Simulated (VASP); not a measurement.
A run of VASP 6.6.1:

The input INCAR:

```
PREC = Accurate
ENCUT = 600
EDIFF = 1E-6
ISMEAR = 0
SIGMA = 0.02
LREAL = False
LASPH = True
NELM = 80
ALGO = Normal
ISIF = 4
LWAVE = False
LCHARG = False
GGA = PE
IBRION = 2
NSW = 50
EDIFFG = -0.01
```

KPOINTS

```
regular mesh
0
Gamma
  12 12 6
```

Contents of POSCAR:

```
ZnO
1.0
    3.3119687514      0.0000000000      0.0000000000
   -1.6559843757      2.8682490753      0.0000000000
    0.0000000000      0.0000000000      5.3457321630
Zn O
2 2
Direct
    0.3333333333      0.6666666667      0.4999697863
    0.6666666667      0.3333333333     -0.0000302137
    0.6666666667      0.3333333333      0.3790402137
    0.3333333333      0.6666666667      0.8790402137
```

Potentials or basis: VASP PAW PBE potentials, release 64 (Zn, O).

Launch:

```sh
$ cat potpaw_PBE.64/Zn/POTCAR potpaw_PBE.64/O/POTCAR > POTCAR
$ mpirun -np 1 vasp_std > vasp.out
```

Hardware: 1 thread of Intel(R) Xeon(R) Platinum 8488C (Sapphire Rapids), with other jobs on the host.

Estimate the wall time of this run.

It took 73 s on 1 thread of Intel(R) Xeon(R) Platinum 8488C (Sapphire Rapids), with other jobs on the host, peak memory 0.24 GiB. Counts: scf iterations 15, k points 76, ion steps 1.
